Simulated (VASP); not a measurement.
# KCl (F-43m) in VASP: single point with PBE-based screened hybrid with 10 % exact exchange

Aim: the single point of KCl with PBE-based screened hybrid with 10 % exact exchange.

Everything below comes from runs of VASP 6.6.1. Logs are shortened: lines on timing, memory, paths and dates and some standing lists are left out, and cuts for length are marked.

## (1) The cell of the first run

It takes space group F-43m (No. 216, cubic). The conventional cell has a = 7.015 Å, b = 7.015 Å, c = 7.015 Å, α = 90.00°, β = 90.00°, γ = 90.00°. Within 4.0 Å of K (site symmetry -43m) lie 4 Cl at 3.04 Å. Cl (site symmetry -43m) has 4 K at 3.04 Å within 4.0 Å.

## (2) Single point, PBE-based screened hybrid with 10 % exact exchange

POSCAR

```
KCl
1.0
    0.0000000000      3.5072828304      3.5072828304
    3.5072828304      0.0000000000      3.5072828304
    3.5072828304      3.5072828304      0.0000000000
K Cl
1 1
Direct
    0.0000000000      0.0000000000      0.0000000000
    0.2500000000      0.2500000000      0.2500000000
```

INCAR.step1

```
PREC = Accurate ; ENCUT = 520
EDIFF = 1E-5 ; ISMEAR = 0
SIGMA = 0.01 ; LREAL = False
LASPH = True ; NELM = 60
ALGO = Normal ; ISIF = 2
LWAVE = True ; LCHARG = False
GGA = PE ; NBANDS = 15
```

INCAR.step2

```
PREC = Accurate ; ENCUT = 520
EDIFF = 1E-7 ; ISMEAR = 0
SIGMA = 0.01 ; LREAL = False
LASPH = True ; NELM = 60
ALGO = Normal ; ISIF = 2
LWAVE = False ; LCHARG = False
GGA = PE ; LHFCALC = True
AEXX = 0.1 ; HFSCREEN = 0.5
PRECFOCK = Normal ; ISTART = 1
NBANDS = 15
```

KPOINTS

```
regular mesh
0
Gamma
  4 4 4
```

Potentials or basis: VASP PAW PBE potentials, release 64 (K_sv, Cl).

Command:

```bash
> cat potpaw_PBE.64/K_sv/POTCAR potpaw_PBE.64/Cl/POTCAR > POTCAR
> cp INCAR.step1 INCAR
> mpirun -np 1 vasp_std > vasp.out
> cp INCAR.step2 INCAR
> mpirun -np 1 vasp_std > vasp.out
```

OUTCAR:

```text
PREC = Accurate
   ENCUT = 520
   EDIFF = 1E-7
   ISMEAR = 0
   LREAL = False
   LASPH = True
   NELM = 60
   ISIF = 2
   GGA = PE
   LHFCALC = True
   AEXX = 0.1
   HFSCREEN = 0.5
   PRECFOCK = Normal
   ISTART = 1

 ion  position               nearest neighbor table
   1  0.000  0.000  0.000-   2 3.04   2 3.04   2 3.04   2 3.04
   2  0.250  0.250  0.250-   1 3.04   1 3.04   1 3.04   1 3.04

  LATTYP: Found a face centered cubic cell.
 ALAT       =     7.0145656608

  Lattice vectors:

 A1 = (   0.0000000000,   3.5072828304,   3.5072828304)
 A2 = (   3.5072828304,   0.0000000000,   3.5072828304)
 A3 = (   3.5072828304,   3.5072828304,   0.0000000000)

Analysis of symmetry for initial positions (statically):
=====================================================================
 Subroutine PRICEL returns:
 Original cell was already a primitive cell.

 Routine SETGRP: Setting up the symmetry group for a
 face centered cubic supercell.

 Subroutine GETGRP returns: Found 24 space group operations
 (whereof 24 operations were pure point group operations)
 out of a pool of 48 trial point group operations.

The static configuration has the point symmetry T_d .

Analysis of symmetry for dynamics (positions and initial velocities):
=====================================================================
 Subroutine PRICEL returns:
 Original cell was already a primitive cell.

 Routine SETGRP: Setting up the symmetry group for a
 face centered cubic supercell.

 Subroutine GETGRP returns: Found 24 space group operations
 (whereof 24 operations were pure point group operations)
 out of a pool of 48 trial point group operations.

The dynamic configuration has the point symmetry T_d .

 Subroutine INISYM returns: Found 24 space group operations
 (whereof 24 operations are pure point group operations),
 and found     1 'primitive' translations

----------------------------------------------------------------------------------------

                                     Primitive cell

  volume of cell :      86.2864

  direct lattice vectors                    reciprocal lattice vectors
     0.000000000  3.507282830  3.507282830    -0.142560502  0.142560502  0.142560502
     3.507282830  0.000000000  3.507282830     0.142560502 -0.142560502  0.142560502
     3.507282830  3.507282830  0.000000000     0.142560502  0.142560502 -0.142560502

  length of vectors
     4.960046946  4.960046946  4.960046946     0.246922032  0.246922032  0.246922032

  position of ions in fractional coordinates (direct lattice)
     0.000000000  0.000000000  0.000000000
     0.250000000  0.250000000  0.250000000

  ion indices of the primitive-cell ions
   primitive index   ion index
                 1           1
                 2           2

----------------------------------------------------------------------------------------

 KPOINTS: regular mesh

Automatic generation of k-mesh.
 Grid dimensions read from file:
 generate k-points for:    4    4    4

 Generating k-lattice:

  Cartesian coordinates                     Fractional coordinates (reciprocal lattice)
    -0.035640125  0.035640125  0.035640125     0.250000000  0.000000000  0.000000000
     0.035640125 -0.035640125  0.035640125     0.000000000  0.250000000  0.000000000
     0.035640125  0.035640125 -0.035640125     0.000000000  0.000000000  0.250000000

  Length of vectors
     0.061730508  0.061730508  0.061730508

  Shift w.r.t. Gamma in fractional coordinates (k-lattice)
     0.000000000  0.000000000  0.000000000

 Subroutine IBZKPT returns following result:
 ===========================================

 Found      8 irreducible k-points:

 Following reciprocal coordinates:
            Coordinates               Weight
  0.000000  0.000000  0.000000      1.000000
  0.250000  0.000000  0.000000      8.000000
  0.500000  0.000000  0.000000      4.000000
  0.250000  0.250000  0.000000      6.000000
  0.500000  0.250000  0.000000     24.000000
 -0.250000  0.250000  0.000000     12.000000
  0.500000  0.500000  0.000000      3.000000
 -0.250000  0.500000  0.250000      6.000000
   k-points           NKPTS =      8   k-points in BZ     NKDIM =     64   number of bands    NBANDS=     15
   number of dos      NEDOS =    301   number of ions     NIONS =      2
   total plane-waves  NPLWV =  64000
   dimension x,y,z NGX =    40 NGY =   40 NGZ =   40
   dimension x,y,z NGXF=    80 NGYF=   80 NGZF=   80
   ions per type =               1   1
   NGX,Y,Z   is equivalent  to a cutoff of  13.41, 13.41, 13.41 a.u.
   NGXF,Y,Z  is equivalent  to a cutoff of  26.81, 26.81, 26.81 a.u.
 SYSTEM =  unknown system
   PREC   = accura    normal or accurate (medium, high low for compatibility)
   ISTART =      1    job   : 0-new  1-cont  2-samecut
   ICHARG =      0    charge: 1-file 2-atom 10-const
   ISPIN  =      1    spin polarized calculation?
   LNONCOLLINEAR =      F non collinear calculations
   LSORBIT =      F    spin-orbit coupling
   LASPH  =      T    aspherical Exc in radial PAW
   ENCUT  =  520.0 eV  38.22 Ry    6.18 a.u.   9.22  9.22  9.22*2*pi/ulx,y,z
   NELM   =     60;   NELMIN=  2; NELMDL=  0     # of ELM steps
   EDIFF  = 0.1E-06   stopping-criterion for ELM
   LREAL  =      F    real-space projection
   EDIFFG = 0.1E-05   stopping-criterion for IOM
   NSW    =      0    number of steps for IOM
   IBRION =     -1    ionic relax: 0-MD 1-quasi-New 2-CG
   NFREE  =      0    steps in history (QN), initial steepest desc. (CG)
   ISIF   =      2    stress and relaxation
   ISYM   =      3    0-nonsym 1-usesym 2-fastsym
   POTIM  = 0.5000    time-step for ionic-motion
   TEBEG  =    0.0;   TEEND  =   0.0 temperature during run
   PSTRESS=    0.0 pullay stress
   NELECT =      16.0000    total number of electrons
   NUPDOWN=      -1.0000    fix difference up-down
   EMIN   =  10.00;   EMAX   =-10.00  energy-range for DOS
   EFERMI =   0.00;   METHOD = LEGACY
   ISMEAR =     0;   SIGMA  =   0.01  broadening in eV -4-tet -1-fermi 0-gaus
   EFERMI_NEDOS =   21; number of points for ismear=-14 and -15
   IALGO  =     38    algorithm
   IMIX   =      1    mixing-type and parameters
     AMIX     =   0.40;   BMIX     =  1.00
     AMIX_MAG =   1.60;   BMIX_MAG =  1.00
  volume/ion in A,a.u.               =      43.14       291.14
  Fermi-wavevector in a.u.,A,eV,Ry     =   0.933542  1.764139 11.857496  0.871501
  Thomas-Fermi vector in A             =   2.060255
   LORBIT       =      0    0 simple, 1 ext, 2 COOP (PROOUT), +10 PAW based schemes
   GGA     = PE    functional components
   LHFCALC =     T    Hartree Fock is set to
   PRECFOCK=normal    Normal, Fast or Accurate (Low or Medium for compatibility)
   ENCUT4O =  -1.0   cutoff for four orbital integrals eV
   NKREDX  =     1    reduce k-point grid by
   NKREDY  =     1    reduce k-point grid by
   NKREDZ  =     1    reduce k-point grid by
   AEXX    =    0.1000 exact exchange contribution
   HFSCREEN=    0.5000 screening length (either q_TF or 0.3 A-1)
   HFSCREENC=   0.5000 screening length for correlation (either q_TF or 0.3 A-1)
   ENCUTFOCK=  -1.0 apply spherical cutoff to Coloumb kernel
   IVDW    =     0    specifies the selected vdW correction
   LEPSILON=     F    determine dielectric tensor
   LRPA    =     F    only Hartree local field effects (RPA)
 non-spin polarized calculation
 Gauss-broadening in eV      SIGMA  =   0.01
  energy-cutoff  :      520.00
  volume of cell :       86.29
 maximum number of plane-waves:      2346
 NGX is ok and might be reduce to    40
  NGX = 28; NGY = 28; NGZ = 28

 number of electron      16.0000000 magnetization

 Free energy of the ion-electron system (eV)
  ---------------------------------------------------
  ext. energy  EPLUGINS =         0.00000000
  ---------------------------------------------------
  free energy    TOTEN  =        -6.85263564 eV

  energy without entropy =       -6.85263564  energy(sigma->0) =       -6.85263564

 E-fermi :  -3.3573     XC(G=0):  -5.8618

 val. band max:       -3.4330587719   @ k =   0.5000   0.5000   0.0000
 cond. band min:       1.5927076402   @ k =   0.0000   0.0000   0.0000
 fundamental gap:      5.0257664122
 Fermi energy:        -3.3573063429

 k-point     1 :       0.0000    0.0000    0.0000
  band No.  band energies     occupation
      1     -31.4197      2.00000
      2     -15.5597      2.00000
      3     -14.4146      2.00000
      4     -14.4146      2.00000
      5     -14.4146      2.00000
      6      -3.4706      2.00000
      7      -3.4706      2.00000
      8      -3.4706      2.00000
      9       1.5927      0.00000
     10       6.2847      0.00000
     11       6.2847      0.00000
     12       7.2842      0.00000
     13       7.2842      0.00000
     14       7.2842      0.00000
     15       8.3146      0.00000

 k-point     2 :       0.2500    0.0000    0.0000
  band No.  band energies     occupation
      1     -31.4182      2.00000
      2     -15.6525      2.00000
      3     -14.4199      2.00000
      4     -14.4199      2.00000
      5     -14.3117      2.00000
      6      -3.6430      2.00000
      7      -3.4558      2.00000
      8      -3.4558      2.00000
      9       2.4835      0.00000
     10       5.8780      0.00000
     11       5.8780      0.00000
     12       6.2603      0.00000
     13       7.3155      0.00000
     14       7.7265      0.00000
     15       7.7265      0.00000
[... 77 lines left out ...]
      3     -14.4401      2.00000
      4     -14.4401      2.00000
      5     -14.1476      2.00000
      6      -3.8337      2.00000
      7      -3.4331      2.00000
      8      -3.4331      2.00000
      9       3.5065      0.00000
     10       4.5342      0.00000
     11       6.7454      0.00000
     12       7.2137      0.00000
     13       7.2137      0.00000
     14       7.3992      0.00000
     15       7.6890      0.00000

 k-point     8 :      -0.2500    0.5000    0.2500
  band No.  band energies     occupation
      1     -31.4157      2.00000
      2     -15.7752      2.00000
      3     -14.4508      2.00000
      4     -14.4405      2.00000
      5     -14.1390      2.00000
      6      -3.6669      2.00000
      7      -3.6048      2.00000
      8      -3.4376      2.00000
      9       3.7116      0.00000
     10       4.5258      0.00000
     11       6.6326      0.00000
     12       6.6607      0.00000
     13       6.9689      0.00000
     14       7.4037      0.00000
     15       8.1297      0.00000

------------------------ aborting loop because EDIFF is reached ----------------------------------------

  FORCE on cell =-STRESS in cart. coord.  units (eV):
  Direction    XX          YY          ZZ          XY          YZ          ZX
  --------------------------------------------------------------------------------------
  -------------------------------------------------------------------------------------
  Total        0.1310434      0.1310434      0.1310434      0.0000000      0.0000000      0.0000000
  in kB        2.4332309      2.4332309      2.4332309      0.0000000      0.0000000      0.0000000
  external PRESSURE =       2.4332309 kB  Pullay stress =       0.0000000 kB

 VOLUME and BASIS-vectors are now :
 -----------------------------------------------------------------------------
  energy-cutoff  :      520.00
  volume of cell :       86.29
      direct lattice vectors                 reciprocal lattice vectors
     0.000000000  3.507282830  3.507282830    -0.142560502  0.142560502  0.142560502
     3.507282830  0.000000000  3.507282830     0.142560502 -0.142560502  0.142560502
     3.507282830  3.507282830  0.000000000     0.142560502  0.142560502 -0.142560502

 POSITION                                       TOTAL-FORCE (eV/Angst)
 -----------------------------------------------------------------------------------
      0.00000      0.00000      0.00000        -0.000000     -0.000000     -0.000000
      1.75364      1.75364      1.75364         0.000000      0.000000      0.000000
 -----------------------------------------------------------------------------------
    total drift:                               -0.000002      0.000000      0.000000

  FREE ENERGIE OF THE ION-ELECTRON SYSTEM (eV)
  ---------------------------------------------------
  free  energy   TOTEN  =        -6.8526356425 eV

  energy  without entropy=       -6.8526356425  energy(sigma->0) =       -6.85263564
```

Run time: 9.5 min. Hardware: 1 thread of Intel Xeon Platinum 8259CL at 2.50GHz (Skylake/Cascade Lake), shared host; peak memory 0.35 GiB.

Results:

| Quantity | Value |
| --- | --- |
| Free energy | -6.8526 eV |
| Pressure | 0.2 GPa |
| Band gap on the k mesh | 5.03 eV (least direct gap 5.06 eV) |

Levels at points of the mesh, in eV from the valence-band top:
```csv
k point,band 4,band 5,band 6,band 7,band 8,band 9,band 10,band 11,band 12,band 13
"(0.00, 0.00, 0.00)",-10.98,-10.98,-0.04,-0.04,-0.04,5.03,9.72,9.72,10.72,10.72
"(0.50, 0.00, 0.00)",-10.99,-10.79,-0.34,-0.01,-0.01,7.53,7.68,9.27,9.27,10.79
"(0.50, 0.50, 0.00)",-11.01,-10.71,-0.40,0.00,0.00,6.94,7.97,10.18,10.65,10.65
```

Caveat: the structure was generated, so it needn't be the stable form of KCl; the PAW data sets were made with another functional, which shifts forces and pressure a little.
